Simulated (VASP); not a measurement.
Write the native input for VASP 6.6.1 that does the following.

```
Task                   : single point
Functional             : PBE
Potentials or basis    : VASP PAW PBE potentials, release 64 (Ta_pv, N)
Cutoff                 : 520 eV
k mesh                 : 18 × 18 × 14
Occupations            : gaussian, width 0.1 eV
Spin                   : non-collinear spin, zero start, spin-orbit coupling
Starting moments       : [[0.0, 0.0, 0.0], [0.0, 0.0, 0.0]] μB
Dipole correction      : no
Further INCAR settings : ALGO = Normal; EDIFF = 1e-06; NBANDS = 28
```

The structure of TaN lies in POSCAR:

```
TaN
1.0
    2.9501846799      0.0000000000      0.0000000000
   -1.4750923399      2.5549348786      0.0000000000
    0.0000000000      0.0000000000      2.8977716016
Ta N
1 1
Direct
    0.3333333333      0.6666666667      0.5000000000
    0.0000000000      0.0000000000      0.0000000000
```

The input as run:

INCAR

```
SYSTEM = TaN
ALGO = Normal
EDIFF = 1E-6
ENCUT = 520
GGA = PE
GGA_COMPAT = .FALSE.
ISIF = 2
ISMEAR = 0
LASPH = .TRUE.
LCHARG = .TRUE.
LMAXMIX = 4
LNONCOLLINEAR = .TRUE.
LORBIT = 11
LORBMOM = .TRUE.
LREAL = .FALSE.
LSORBIT = .TRUE.
LVHAR = .TRUE.
LWAVE = .FALSE.
MAGMOM = 0 0 0 0 0 0
NBANDS = 28
NELM = 150
PREC = Accurate
SIGMA = 0.1
```

KPOINTS

```
k-points
0
G
  18 18 14
  0 0 0
```

Potentials or basis: VASP PAW PBE potentials, release 64 (Ta_pv, N).

Run with:

```bash
$ cat potpaw_PBE.64/Ta_pv/POTCAR potpaw_PBE.64/N/POTCAR > POTCAR
$ mpirun -np 1 vasp_ncl > vasp.out
```

Results of the run:

```json
{
  "Pressure": "1.0 GPa",
  "Net moment": "0.00 μB per cell",
  "Valence electrons inside the program's atomic spheres": "Ta 8.97; N 3.72"
}
```

Run time: 3.2 min on 1 thread of Intel(R) Xeon(R) 6975P-C (Granite Rapids), on a shared host, peak memory 0.55 GiB.
